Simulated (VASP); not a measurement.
# PbS: single point with PBE

PbS:

```
Pb S
1.0
     0.00000    3.30098    3.30098
     3.30098    0.00000    3.30098
     3.30098    3.30098    0.00000
Pb S
1 1
Direct
  0.00000 0.00000 0.00000
  0.25000 0.25000 0.25000
```

| Property | Result |
| --- | --- |
| Program | VASP 6.6.1 |
| Task | single point |
| Functional | PBE |
| Potentials or basis | VASP PAW PBE potentials, release 64 (Pb_d, S) |
| Cutoff | 520 eV |
| k mesh | 4 × 4 × 4 |
| Occupations | gaussian, width 0.01 eV |
| Spin | no spin polarisation |

```yaml
Pressure: 0.7 GPa
Band_gap_on_the_k_mesh: 0.80 eV (least direct gap 1.27 eV)
```

Levels at points of the mesh, in eV from the valence-band top:
```tsv
k point	band 6	band 7	band 8	band 9	band 10	band 11	band 12	band 13	band 14	band 15
(0.00, 0.00, 0.00)	-12.62	-5.95	-1.73	-1.73	-1.73	2.49	2.49	2.49	5.30	8.61
(0.50, 0.00, 0.00)	-11.89	-7.71	-2.24	-2.24	-1.92	3.20	3.20	3.60	7.07	8.57
(0.50, 0.50, 0.00)	-11.60	-8.11	-2.93	-2.93	-0.47	0.80	5.09	5.09	6.00	8.67
```

It took 11 s on 1 thread of AMD EPYC 7R13 Processor (Zen 3), with other jobs on the host, peak memory 0.17 GiB.

Caveat: spin-orbit coupling is left out, which moves the levels of the heavy elements. A k mesh can miss the band edges.
